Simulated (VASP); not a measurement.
# Rh (Im-3m) in VASP: notebook

The runs below take Rh through single point, relaxation of cell and atoms, with BLYP.

All numbers are computed with VASP 6.6.1; they aren't measurements. Logs are shortened: lines on timing, memory, paths and dates and some standing lists are left out, and cuts for length are marked.

**1. The cell of the first run**

It takes space group Im-3m (No. 229, cubic). Conventional cell: a = 3.087 Å, b = 3.087 Å, c = 3.087 Å, α = 90.00°, β = 90.00°, γ = 90.00°. Rh (site symmetry m-3m) has 14 Rh at 2.67 to 3.09 Å within 3.5 Å.

**2. Single point, BLYP (volume scaled by 0.96)**

Contents of INCAR:

```
PREC = Accurate
ENCUT = 520
EDIFF = 1E-6
ISMEAR = -1
SIGMA = 0.1
LREAL = False
LASPH = True
NELM = 60
ALGO = Normal
ISIF = 2
LWAVE = False
LCHARG = False
GGA = B5
ALDAX = 1.0
AGGAX = 1.0
AGGAC = 1.0
ALDAC = 0.0
NBANDS = 14
```

Contents of KPOINTS:

```
regular mesh
0
Gamma
  16 16 16
```

Contents of POSCAR:

```
Rh
1.0
   -1.5434371225      1.5434371225      1.5434371225
    1.5434371225     -1.5434371225      1.5434371225
    1.5434371225      1.5434371225     -1.5434371225
Rh
1
Direct
    0.0000000000      0.0000000000      0.0000000000
```

Potentials or basis: VASP PAW PBE potentials, release 64 (Rh_pv).

Launch:

```bash
> cat potpaw_PBE.64/Rh_pv/POTCAR > POTCAR
> mpirun -np 1 vasp_std > vasp.out
```

OUTCAR:

```text
PREC = Accurate
   ENCUT = 520
   EDIFF = 1E-6
   ISMEAR = -1
   LREAL = False
   LASPH = True
   NELM = 60
   ISIF = 2
   GGA = B5

 ion  position               nearest neighbor table
   1  0.000  0.000  0.000-

  LATTYP: Found a body centered cubic cell.
 ALAT       =     3.0868742450

  Lattice vectors:

 A1 = (  -1.5434371225,   1.5434371225,   1.5434371225)
 A2 = (   1.5434371225,  -1.5434371225,   1.5434371225)
 A3 = (   1.5434371225,   1.5434371225,  -1.5434371225)

Analysis of symmetry for initial positions (statically):
=====================================================================
 Subroutine PRICEL returns:
 Original cell was already a primitive cell.

 Routine SETGRP: Setting up the symmetry group for a
 body centered cubic supercell.

 Subroutine GETGRP returns: Found 48 space group operations
 (whereof 48 operations were pure point group operations)
 out of a pool of 48 trial point group operations.

The static configuration has the point symmetry O_h .

Analysis of symmetry for dynamics (positions and initial velocities):
=====================================================================
 Subroutine PRICEL returns:
 Original cell was already a primitive cell.

 Routine SETGRP: Setting up the symmetry group for a
 body centered cubic supercell.

 Subroutine GETGRP returns: Found 48 space group operations
 (whereof 48 operations were pure point group operations)
 out of a pool of 48 trial point group operations.

The dynamic configuration has the point symmetry O_h .

 Subroutine INISYM returns: Found 48 space group operations
 (whereof 48 operations are pure point group operations),
 and found     1 'primitive' translations

----------------------------------------------------------------------------------------

                                     Primitive cell

  volume of cell :      14.7071

  direct lattice vectors                    reciprocal lattice vectors
    -1.543437123  1.543437123  1.543437123     0.000000000  0.323952296  0.323952296
     1.543437123 -1.543437123  1.543437123     0.323952296  0.000000000  0.323952296
     1.543437123  1.543437123 -1.543437123     0.323952296  0.323952296  0.000000000

  length of vectors
     2.673311514  2.673311514  2.673311514     0.458137731  0.458137731  0.458137731

  position of ions in fractional coordinates (direct lattice)
     0.000000000  0.000000000  0.000000000

  ion indices of the primitive-cell ions
   primitive index   ion index
                 1           1

----------------------------------------------------------------------------------------

 KPOINTS: regular mesh

Automatic generation of k-mesh.
 Grid dimensions read from file:
 generate k-points for:   16   16   16

 Generating k-lattice:

  Cartesian coordinates                     Fractional coordinates (reciprocal lattice)
     0.000000000  0.020247019  0.020247019     0.062500000  0.000000000  0.000000000
     0.020247019  0.000000000  0.020247019     0.000000000  0.062500000  0.000000000
     0.020247019  0.020247019  0.000000000     0.000000000  0.000000000  0.062500000

  Length of vectors
     0.028633608  0.028633608  0.028633608

  Shift w.r.t. Gamma in fractional coordinates (k-lattice)
     0.000000000  0.000000000  0.000000000

 Subroutine IBZKPT returns following result:
 ===========================================

 Found    145 irreducible k-points:

 Following reciprocal coordinates:
            Coordinates               Weight
  0.000000  0.000000  0.000000      1.000000
  0.062500  0.000000  0.000000     12.000000
  0.125000  0.000000  0.000000     12.000000
  0.187500  0.000000  0.000000     12.000000
  0.250000  0.000000  0.000000     12.000000
  0.312500  0.000000  0.000000     12.000000
[... 16 lines left out ...]
  0.187500  0.187500  0.000000     24.000000
  0.250000  0.187500  0.000000     48.000000
 [... further k-points ...]
   k-points           NKPTS =    145   k-points in BZ     NKDIM =    145   number of bands    NBANDS=     14
   number of dos      NEDOS =    301   number of ions     NIONS =      1
   total plane-waves  NPLWV =   8000
   dimension x,y,z NGX =    20 NGY =   20 NGZ =   20
   dimension x,y,z NGXF=    40 NGYF=   40 NGZF=   40
   ions per type =               1
   NGX,Y,Z   is equivalent  to a cutoff of  12.44, 12.44, 12.44 a.u.
   NGXF,Y,Z  is equivalent  to a cutoff of  24.87, 24.87, 24.87 a.u.
 SYSTEM =  unknown system
   PREC   = accura    normal or accurate (medium, high low for compatibility)
   ISTART =      0    job   : 0-new  1-cont  2-samecut
   ICHARG =      2    charge: 1-file 2-atom 10-const
   ISPIN  =      1    spin polarized calculation?
   LNONCOLLINEAR =      F non collinear calculations
   LSORBIT =      F    spin-orbit coupling
   LASPH  =      T    aspherical Exc in radial PAW
   ENCUT  =  520.0 eV  38.22 Ry    6.18 a.u.   4.97  4.97  4.97*2*pi/ulx,y,z
   NELM   =     60;   NELMIN=  2; NELMDL= -5     # of ELM steps
   EDIFF  = 0.1E-05   stopping-criterion for ELM
   LREAL  =      F    real-space projection
   EDIFFG = 0.1E-04   stopping-criterion for IOM
   NSW    =      0    number of steps for IOM
   IBRION =     -1    ionic relax: 0-MD 1-quasi-New 2-CG
   NFREE  =      0    steps in history (QN), initial steepest desc. (CG)
   ISIF   =      2    stress and relaxation
   ISYM   =      2    0-nonsym 1-usesym 2-fastsym
   POTIM  = 0.5000    time-step for ionic-motion
   TEBEG  =    0.0;   TEEND  =   0.0 temperature during run
   PSTRESS=    0.0 pullay stress
   NELECT =      15.0000    total number of electrons
   NUPDOWN=      -1.0000    fix difference up-down
   EMIN   =  10.00;   EMAX   =-10.00  energy-range for DOS
   EFERMI =   0.00;   METHOD = LEGACY
   ISMEAR =    -1;   SIGMA  =   0.10  broadening in eV -4-tet -1-fermi 0-gaus
   EFERMI_NEDOS =   21; number of points for ismear=-14 and -15
   IALGO  =     38    algorithm
   IMIX   =      4    mixing-type and parameters
     AMIX     =   0.40;   BMIX     =  1.00
     AMIX_MAG =   1.60;   BMIX_MAG =  1.00
  volume/ion in A,a.u.               =      14.71        99.25
  Fermi-wavevector in a.u.,A,eV,Ry     =   1.647895  3.114071 36.947427  2.715559
  Thomas-Fermi vector in A             =   2.737277
   LORBIT       =      0    0 simple, 1 ext, 2 COOP (PROOUT), +10 PAW based schemes
   GGA     = B5    functional components
   LHFCALC =     F    Hartree Fock is set to
   AEXX    =    0.0000 exact exchange contribution
   IVDW    =     0    specifies the selected vdW correction
   LEPSILON=     F    determine dielectric tensor
   LRPA    =     F    only Hartree local field effects (RPA)
 non-spin polarized calculation
  energy-cutoff  :      520.00
  volume of cell :       14.71
 maximum number of plane-waves:       420
   NGX =  9   NGY =  9   NGZ =  9

 number of electron      15.0000009 magnetization

 Free energy of the ion-electron system (eV)
  ---------------------------------------------------
  ext. energy  EPLUGINS =         0.00000000
  ---------------------------------------------------
  free energy    TOTEN  =        -5.87688647 eV

  energy without entropy =       -5.79897723  energy(sigma->0) =       -5.83793185

 E-fermi :  11.0676     XC(G=0): -12.9488

 val. band max:       11.0652762369   @ k =   0.2500   0.1875   0.0000
 cond. band min:      11.0687782216   @ k =   0.3750   0.1875   0.0625
 fundamental gap:      0.0035019847
 Fermi energy:        11.0675683755

 k-point     1 :       0.0000    0.0000    0.0000
  band No.  band energies     occupation
      1     -34.7048      2.00000
      2     -34.7048      2.00000
      3     -34.7048      2.00000
      4       3.9638      2.00000
      5       8.3787      2.00000
      6       8.3787      2.00000
      7       8.3787      2.00000
      8      10.6448      1.97125
      9      10.6448      1.97125
     10      29.7470      0.00000
     11      29.7470      0.00000
     12      29.7470      0.00000
     13      31.9627      0.00000
     14      39.2847      0.00000

 k-point     2 :       0.0625    0.0000    0.0000
  band No.  band energies     occupation
      1     -34.7285      2.00000
      2     -34.7128      2.00000
      3     -34.7048      2.00000
      4       4.1207      2.00000
      5       8.3187      2.00000
      6       8.3798      2.00000
      7       8.5006      2.00000
      8      10.5706      1.98621
      9      10.6490      1.97002
     10      29.7888      0.00000
     11      29.8030      0.00000
     12      29.9650      0.00000
     13      31.9623      0.00000
     14      37.8124      0.00000

 k-point     3 :       0.1250    0.0000    0.0000
  band No.  band energies     occupation
      1     -34.7954      2.00000
      2     -34.7352      2.00000
      3     -34.7047      2.00000
      4       4.5663      2.00000
      5       8.1519      2.00000
      6       8.3776      2.00000
      7       8.8583      2.00000
      8      10.4048      1.99736
      9      10.6640      1.96526
     10      29.6891      0.00000
     11      29.8312      0.00000
     12      30.5955      0.00000
     13      31.9606      0.00000
     14      36.2598      0.00000
[... 324 lines left out ...]
 k-point    23 :       0.1875    0.1875    0.0000
  band No.  band energies     occupation
      1     -35.1140      2.00000
      2     -34.8510      2.00000
      3     -34.7474      2.00000
      4       6.5445      2.00000
      5       7.6744      2.00000
      6       8.0679      2.00000
      7      10.1217      1.99984
      8      10.9611      1.48727
      9      12.0327      0.00013
     10      25.9504      0.00000
     11      26.5367      0.00000
     12      30.4543      0.00000
     13      31.9742      0.00000
     14      32.6830      0.00000

 k-point    24 :       0.2500    0.1875    0.0000
  band No.  band energies     occupation
      1     -35.1752      2.00000
      2     -34.9018      2.00000
      3     -34.7551      2.00000
      4       6.6082      2.00000
      5       7.4815      2.00000
      6       8.5232      2.00000
      7      10.2496      1.99944
      8      11.0653      1.01146
      9      13.3554      0.00000
     10      23.8736      0.00000
     11      25.4764      0.00000
     12      29.4015      0.00000
     13      31.9693      0.00000
     14      33.4148      0.00000

 [... further k-points ...]
[... 5 lines left out ...]
  --------------------------------------------------------------------------------------
  -------------------------------------------------------------------------------------
  Total        0.8519276      0.8519276      0.8519276      0.0000000      0.0000000      0.0000000
  in kB       92.8082208     92.8082208     92.8082208      0.0000000      0.0000000      0.0000000
  external PRESSURE =      92.8082208 kB  Pullay stress =       0.0000000 kB

 VOLUME and BASIS-vectors are now :
 -----------------------------------------------------------------------------
  energy-cutoff  :      520.00
  volume of cell :       14.71
      direct lattice vectors                 reciprocal lattice vectors
    -1.543437123  1.543437123  1.543437123     0.000000000  0.323952296  0.323952296
     1.543437123 -1.543437123  1.543437123     0.323952296  0.000000000  0.323952296
     1.543437123  1.543437123 -1.543437123     0.323952296  0.323952296  0.000000000

 POSITION                                       TOTAL-FORCE (eV/Angst)
 -----------------------------------------------------------------------------------
      0.00000      0.00000      0.00000        -0.000000      0.000000      0.000000
 -----------------------------------------------------------------------------------
    total drift:                                0.000000     -0.000000      0.000000

  FREE ENERGIE OF THE ION-ELECTRON SYSTEM (eV)
  ---------------------------------------------------
  free  energy   TOTEN  =        -5.8768864665 eV

  energy  without entropy=       -5.7989772314  energy(sigma->0) =       -5.83793185
```

Wall time 21 s (1 thread of Intel Xeon 6975P-C, shared host); peak memory 0.14 GiB.

Results:

- Free energy: -5.8769 eV
- Pressure: 9.3 GPa

Levels at points of the mesh, in eV from the Fermi level:
| k point | band 4 | band 5 | band 6 | band 7 | band 8 | band 9 | band 10 | band 11 | band 12 | band 13 |
| --- | --- | --- | --- | --- | --- | --- | --- | --- | --- | --- |
| (0.00, 0.00, 0.00) | -7.10 | -2.69 | -2.69 | -2.69 | -0.42 | -0.42 | 18.68 | 18.68 | 18.68 | 20.90 |
| (0.50, 0.00, 0.00) | -5.34 | -4.07 | -0.49 | -0.12 | 1.48 | 1.65 | 8.90 | 14.78 | 17.98 | 20.89 |
| (0.50, 0.50, 0.50) | -5.32 | -5.32 | 1.02 | 1.02 | 1.02 | 9.42 | 9.42 | 9.42 | 18.46 | 18.87 |

Caveat: the cell differs from its parent crystal (volume scaled by 0.96); the PAW data sets were made with another functional, which shifts forces and pressure a little.

**3. Single point, BLYP**

This run uses another cell than the first one, of 15.32 Å³/atom, 1.042 times its volume.

Contents of INCAR:

```
AGGAC = 1.0 ; AGGAX = 1.0
ALDAC = 0.0 ; ALDAX = 1.0
ALGO = Normal ; EDIFF = 1E-6
ENCUT = 520 ; GGA = B5
ISIF = 2 ; ISMEAR = -1
LASPH = T ; LCHARG = F
LREAL = F ; LWAVE = F
NBANDS = 14 ; NELM = 80
PREC = Accurate ; SIGMA = 0.1
```

Contents of KPOINTS:

```
k-points
0
Gamma
  16 16 16
```

Contents of POSCAR:

```
Rh
1.0
   -1.5645827244      1.5645827244      1.5645827244
    1.5645827244     -1.5645827244      1.5645827244
    1.5645827244      1.5645827244     -1.5645827244
Rh
1
Direct
    0.0000000000      0.0000000000      0.0000000000
```

Potentials or basis: VASP PAW PBE potentials, release 64 (Rh_pv).

Launch:

```bash
> cat potpaw_PBE.64/Rh_pv/POTCAR > POTCAR
> mpirun -np 1 vasp_std > vasp.out
```

Run time: 21 s. Hardware: 1 thread of Intel Xeon 6975P-C, shared host; peak memory 0.14 GiB.

The run converged. Its results:

```yaml
Free_energy: -5.8952 eV
Pressure: 0.5 GPa
```

Levels at points of the mesh, in eV from the Fermi level:
```
           k point  band 6  band 7  band 8  band 9  band 10  band 11
(0.00, 0.00, 0.00)   -2.53   -2.53   -0.39   -0.39    18.60    18.60
(0.50, 0.00, 0.00)   -0.46   -0.12    1.38    1.66     8.48    14.68
(0.50, 0.50, 0.50)    0.95    0.95    0.95    9.22     9.22     9.22
```

Caveat: the PAW data sets were made with another functional, which shifts forces and pressure a little.

**4. Single point, BLYP (volume scaled by 1.04)**

Contents of INCAR:

```
PREC = Accurate ; ENCUT = 520
EDIFF = 1E-7 ; ISMEAR = -1
SIGMA = 0.1 ; LREAL = F
LASPH = T ; NELM = 60
ALGO = Normal ; ISIF = 2
LWAVE = F ; LCHARG = F
GGA = B5 ; ALDAX = 1.0
AGGAX = 1.0 ; AGGAC = 1.0
ALDAC = 0.0 ; NBANDS = 14
```

Contents of KPOINTS:

```
regular mesh
0
Gamma
  16 16 16
```

Contents of POSCAR:

```
Rh
1.0
   -1.5851717003      1.5851717003      1.5851717003
    1.5851717003     -1.5851717003      1.5851717003
    1.5851717003      1.5851717003     -1.5851717003
Rh
1
Direct
    0.0000000000      0.0000000000      0.0000000000
```

Launch:

```bash
> cat potpaw_PBE.64/Rh_pv/POTCAR > POTCAR
> mpirun -np 1 vasp_std > vasp.out
```

Wall time 23 s (1 thread of Intel Xeon 6975P-C, shared host); peak memory 0.14 GiB.

It converged, with:

```yaml
Free_energy: -5.8836 eV
Pressure: -6.4 GPa
```

Levels at points of the mesh, in eV from the Fermi level:
| k point | band 4 | band 5 | band 6 | band 7 | band 8 | band 9 | band 10 | band 11 | band 12 | band 13 |
| --- | --- | --- | --- | --- | --- | --- | --- | --- | --- | --- |
| (0.00, 0.00, 0.00) | -6.59 | -2.39 | -2.39 | -2.39 | -0.37 | -0.37 | 18.50 | 18.50 | 18.50 | 21.06 |
| (0.50, 0.00, 0.00) | -4.77 | -3.60 | -0.44 | -0.12 | 1.29 | 1.69 | 8.09 | 14.58 | 17.09 | 21.06 |
| (0.50, 0.50, 0.50) | -4.69 | -4.69 | 0.88 | 0.88 | 0.88 | 9.03 | 9.03 | 9.03 | 17.01 | 17.80 |

Caveat: the cell differs from its parent crystal (volume scaled by 1.04); the PAW data sets were made with another functional, which shifts forces and pressure a little.

[end of part 1 of 2]
